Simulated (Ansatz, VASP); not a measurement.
## One calculation of C, two programs

Contents of INCAR:

```
SYSTEM = C
PREC = Accurate
ENCUT = 520
EDIFF = 1E-7
ISMEAR = 0
SIGMA = 0.05
LREAL = .FALSE.
LASPH = .TRUE.
NELM = 60
ALGO = Normal
ISIF = 2
LWAVE = .FALSE.
LCHARG = .FALSE.
GGA = PE
NBANDS = 11
```

KPOINTS

```
regular mesh
0
G
  12 12 12
  0 0 0
```

Contents of POSCAR:

```
C
1.0
    0.0000000000      1.8001821416      1.7153935627
    1.8001821416      0.0000000000      1.7153935627
    1.8001821416      1.8001821416      0.0000000000
C
2
Direct
    0.5000000000      0.5000000000      0.5000000000
    0.7500000000      0.7500000000      0.7500000000
```

Input for Ansatz:

```yaml
crystal:
  lattice:
    - [0.0, 1.8001821416, 1.7153935627]
    - [1.8001821416, 0.0, 1.7153935627]
    - [1.8001821416, 1.8001821416, 0.0]
  atoms:
    - { symbol: C, position: [0.5, 0.5, 0.5] }
    - { symbol: C, position: [0.75, 0.75, 0.75] }
basis:
  ecutwfc: 520.0
kpoints:
  mp_grid: { grid: [12, 12, 12] }
hamiltonian:
  xc: pbe
  pseudopotentials: { kind: paw, azcp: { folder: soft_1 } }
scf:
  occupations: { method: gaussian, width: 0.05 }
output:
  forces: true
  stress: true
  eigenvalues: true
```

Alike in both runs: task single point; functional PBE; k mesh 12 × 12 × 12; occupations gaussian, width 0.05 eV; no spin polarisation.

```csv
,VASP,Ansatz
version,VASP 6.6.1,Ansatz 0.2.0
potentials or method,"VASP PAW PBE potentials, release 64 (C), cutoff 520 eV","scalar-relativistic, plane waves, PAW"
valence electrons in the cell,8,8
```

Ansatz gave:

| Property | Result |
| --- | --- |
| gap on the k mesh at the Fermi level (eV) | 2.99 |
| least direct gap on the mesh (eV) | 4.80 |
| pressure (GPa) | 11.0 |
| traceless stress, the component that is largest in VASP (GPa) | 29.02 |

Q: Estimate VASP's values.

A: gap on the k mesh at the Fermi level (eV): 2.99; least direct gap on the mesh (eV): 4.80; pressure (GPa): 11.7; traceless stress, the component that is largest in VASP (GPa): 29.01.
